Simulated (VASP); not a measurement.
Set up this calculation in VASP 6.6.1, as the native input.

```
Task                   : single point
Functional             : r2SCAN
Potentials or basis    : VASP PAW PBE potentials, release 64 (Ba_sv, Ti_sv, O)
Cutoff                 : 520 eV
k mesh                 : 8 × 8 × 8
Occupations            : gaussian, width 0.05 eV
Spin                   : no spin polarisation
Dipole correction      : no
Further INCAR settings : ALGO = Normal; EDIFF = 1e-07; NBANDS = 28
```

Crystal: BaTiO3.

```
CELL_PARAMETERS angstrom
4.04869 0.00000 0.00000
0.00000 4.04869 0.00000
0.00000 0.00000 3.88687
ATOMIC_POSITIONS crystal
Ba 0.00000 0.00000 0.00000
Ti 0.50000 0.50000 0.50000
O 0.50000 0.50000 0.00000
O 0.50000 0.00000 0.50000
O 0.00000 0.50000 0.50000
```

This cell differs from its parent crystal: ratio of the length along z to the lengths across it x 0.96, volume and fractional coordinates fixed.

The input as run:

POSCAR

```
BaTiO3
1.0
    4.0486883309      0.0000000000      0.0000000000
    0.0000000000      4.0486883309      0.0000000000
    0.0000000000      0.0000000000      3.8868714164
Ba Ti O
1 1 3
Direct
    0.0000000000      0.0000000000      0.0000000000
    0.5000000000      0.5000000000      0.5000000000
    0.5000000000      0.5000000000      0.0000000000
    0.5000000000      0.0000000000      0.5000000000
    0.0000000000      0.5000000000      0.5000000000
```

INCAR.step1

```
PREC     = Accurate       # precision mode
ENCUT    = 520            # plane-wave cutoff, eV
ISMEAR   = 0              # smearing method
SIGMA    = 0.05           # smearing width, eV
LREAL    = False          # projectors in reciprocal space
LASPH    = True           # aspherical terms in the spheres
NELM     = 100            # most SCF steps
NBANDS   = 28             # bands
GGA      = PE             # functional
ALGO     = Normal         # electronic algorithm
EDIFF    = 1E-4           # SCF threshold, eV
LWAVE    = True           # write WAVECAR
LCHARG   = False          # write CHGCAR
```

INCAR.step2

```
PREC     = Accurate       # precision mode
ENCUT    = 520            # plane-wave cutoff, eV
EDIFF    = 1E-7           # SCF threshold, eV
ISMEAR   = 0              # smearing method
SIGMA    = 0.05           # smearing width, eV
LREAL    = False          # projectors in reciprocal space
LASPH    = True           # aspherical terms in the spheres
NELM     = 100            # most SCF steps
ALGO     = Normal         # electronic algorithm
ISIF     = 2              # what is computed and relaxed
LWAVE    = False          # write WAVECAR
LCHARG   = False          # write CHGCAR
METAGGA  = R2SCAN         # meta-GGA
LMIXTAU  = True         
NBANDS   = 28             # bands
ISTART   = 1
```

KPOINTS

```
Automatic mesh
0
Gamma
  8 8 8
```

Potentials or basis: VASP PAW PBE potentials, release 64 (Ba_sv, Ti_sv, O).

The run is started by

```sh
$ cat potpaw_PBE.64/Ba_sv/POTCAR potpaw_PBE.64/Ti_sv/POTCAR potpaw_PBE.64/O/POTCAR > POTCAR
$ cp INCAR.step1 INCAR
$ mpirun -np 1 vasp_std > vasp.out
$ cp INCAR.step2 INCAR
$ mpirun -np 1 vasp_std > vasp.out
```

Results of the run:

```
Pressure               : 2.4 GPa
Band gap on the k mesh : 2.06 eV (least direct gap 2.22 eV)
```

Caveat: the PAW data sets were made with another functional, which shifts forces and pressure a little; spin-orbit coupling is left out, which moves the levels of the heavy elements.

Run time: 5.6 min on 1 thread of Intel(R) Xeon(R) 6975P-C (Granite Rapids) (shared host), peak memory 0.27 GiB.
